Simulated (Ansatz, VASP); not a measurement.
Two plane-wave programs on Tl

```
Tl
1.0
     5.61563    0.00000    0.00000
    -2.80781    4.86328    0.00000
     0.00000    0.00000    3.45692
Tl
3
Direct
  0.00000 0.00000 0.00000
  0.33333 0.66667 0.50000
  0.66667 0.33333 0.50000
```

Alike in both runs: task single point; functional r2SCAN; k mesh 8 × 8 × 10; occupations fermi-dirac, width 0.1 eV; no spin polarisation.

|  | VASP | Ansatz |
| --- | --- | --- |
| version | VASP 6.6.1 | Ansatz 0.2.0 |
| potentials or method | VASP PAW PBE potentials, release 64 (Tl_d), cutoff 520 eV | plane waves (500 eV) with PAW, scalar-relativistic |
| valence electrons in the cell | 39 | 39 |

VASP gave:

```
pressure (GPa)                                                : -0.9
traceless stress, the component that is largest in VASP (GPa) : -0.59
```

Which values does Ansatz return?

Pressure (GPa): -0.8; traceless stress, the component that is largest in VASP (GPa): -0.58.

VASP's potentials were made for PBE, not for r2SCAN. The functional is the same, so the differences come from potentials, cutoffs and numerics.

Spin-orbit coupling is off throughout.
